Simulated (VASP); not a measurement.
A run of VASP 6.6.1 is set up as follows.

File INCAR:

```
ALGO = Normal ; EDIFF = 1E-6
ENCUT = 1000 ; GGA = PE
GGA_COMPAT = False ; ISIF = 2
ISMEAR = -1 ; LASPH = True
LCHARG = False ; LREAL = Auto
LWAVE = False ; NBANDS = 57
NELM = 120 ; PREC = Accurate
SIGMA = 0.05
```

Contents of KPOINTS:

```
k-points
0
Gamma
  1 1 1
```

File POSCAR:

```
H6C3O
1.0
    7.6630940000      0.0000000000      0.0000000000
    0.0000000000      7.6630940000      0.0000000000
    0.0000000000      0.0000000000      7.6630940000
O C H
3 9 18
Direct
    0.1721106383      0.1210868613      0.5355278168
    0.7605544184      0.9877863954      0.4867746631
    0.8337102481      0.3810732323      0.4188908553
    0.2783340515      0.1284207136      0.4348374168
    0.7862620503      1.0019321178      0.3439472359
    0.8929813467      0.4125487695      0.2847283356
    0.2028293011      0.3604157798      0.8804276706
    0.3267218176      0.1984837978      0.8970136605
    0.4479783231      0.6786031856      0.2587727620
    0.3086220788      0.6182228745      0.3788287081
    0.9719311808      0.8359025741      0.8825677983
    0.8008123090      0.7543297785      0.8955521099
    0.2530440055      0.4922946267      0.8492392237
    0.1280553260      0.3388579078      0.7613895902
    0.1103079252      0.3481883427      0.9794085783
    0.2656759789      0.0800459971      0.8680044901
    0.4414013452      0.2170141721      0.8124133672
    0.3871021287      0.1952997053      1.0237379314
    0.5138003005      0.5762032933      0.1883573397
    0.4019264282      0.7714638500      0.1645940922
    0.5383073730      0.7572920285      0.3430859650
    0.3180960589      0.7069207294      0.4976449460
    0.1815063211      0.6305286089      0.3121324102
    0.3175871260      0.4887842952      0.4404356778
    0.9637360575      0.9768769638      0.8979662784
    1.0787809728      0.7775710438      0.9684860971
    1.0098662498      0.8261545532      0.7436421894
    0.7816816550      0.6437086639      0.8030437836
    0.7832737012      0.7004350984      1.0247427475
    0.6940799630      0.8438628053      0.8555552105
```

Potentials or basis: VASP PAW PBE potentials, release 64 (O_h, C_h, H_h).

The run is started by

```console
$ cat potpaw_PBE.64/O_h/POTCAR potpaw_PBE.64/C_h/POTCAR potpaw_PBE.64/H_h/POTCAR > POTCAR
$ mpirun -np 1 vasp_gam > vasp.out
```

Problem. Predict the largest force.

Solution. 3.484 eV/Å.

Problem. What does it give for the pressure?

Solution. 1.6 GPa.

Forces in eV/Å, atoms in the order of the input:
```
O   -1.076 -0.164  0.789
O   -0.408 -0.248  2.207
O    0.596  0.443 -1.309
C    1.079  0.034 -0.984
C    0.406  0.137 -2.188
C   -0.627 -0.270  1.323
C    0.914 -1.212 -2.181
C    1.426  3.173 -0.198
C    1.505  0.716  0.802
C   -1.170  0.664  1.666
C    2.338  0.484 -0.986
C   -2.048 -1.227 -0.513
H    0.449 -0.383  0.995
H   -0.417 -0.180 -0.317
H   -1.248  0.652  1.635
H   -0.906 -1.473 -0.310
H   -0.127 -0.234 -0.335
H    0.026 -0.230  0.905
H    0.475 -0.399 -0.231
H   -0.437  0.452 -0.598
H    0.192 -0.712 -0.859
H   -0.809 -0.489 -0.821
H   -0.079 -0.127  0.547
H    0.283 -0.127 -0.534
H    0.178  0.303  0.640
H   -0.943  0.536 -0.770
H    0.587 -0.093  0.217
H    0.336  0.083  0.340
H   -0.672 -0.011  0.507
H    0.178 -0.098  0.560
```

Caveat: the k points lie up to 0.82 Å⁻¹ apart, too coarse for converged energies, forces and pressures.
